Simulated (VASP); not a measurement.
Runs of VASP 6.6.1 on Pd. The structure is that of space group Im-3m (No. 229), or close to it. The cells are those of the table. This isn't the form of Pd at room conditions, which is fcc.

```csv
task,cell,k mesh,cutoff (eV),gap on the mesh (eV),pressure (GPa),moment (μB)
single point,"a = 2.744 Å, angles 109.5°, 1 atom",16 × 16 × 16,520,none,-0.2,0.00
single point,"a = 2.744 Å, angles 109.5°, 1 atom",23 × 23 × 23,520,none,-0.4,0.00
single point,"a = 2.630 Å, angles 109.5°, 1 atom",16 × 16 × 16,520,none,25.8,0.00
single point,"a = 2.669 Å, angles 109.5°, 1 atom",16 × 16 × 16,520,none,14.8,0.00
single point,"a = 2.816 Å, angles 109.5°, 1 atom",16 × 16 × 16,520,none,-9.1,0.00
single point,"a = 2.850 Å, angles 109.5°, 1 atom",16 × 16 × 16,520,none,(b),0.00
single point,"a = 2.781 Å, angles 109.5°, 1 atom",16 × 16 × 16,520,none,-5.3,0.00
single point,"a = 2.744 Å, angles 109.5°, 1 atom",14 × 14 × 14,520,none,-0.2,0.00
relaxation of cell and atoms,"relaxed from a = 2.674 Å, angles 109.5°, 1 atom",14 × 14 × 14,600,none,0.0,0.00
single point,"a = 2.707 Å, angles 109.5°, 1 atom",16 × 16 × 16,520,none,(a),0.00
```

Alike in all rows: level RPBE; potentials or basis VASP PAW PBE potentials, release 64 (Pd); spin collinear; smearing fermi-dirac 0.05 eV.

Problem. Estimate the missing entries.

Solution. (a) 6.3; (b) -12.0.

Caveats: the PAW data sets were made with another functional, which shifts forces and pressure a little; the cell stands under pressure (at least some runs); the cell stands under tension (at least some runs).

A k mesh can miss the band edges, and the runs leave out spin-orbit coupling on Pd.

A gap of «none» marks levels without a gap at the run's occupations.
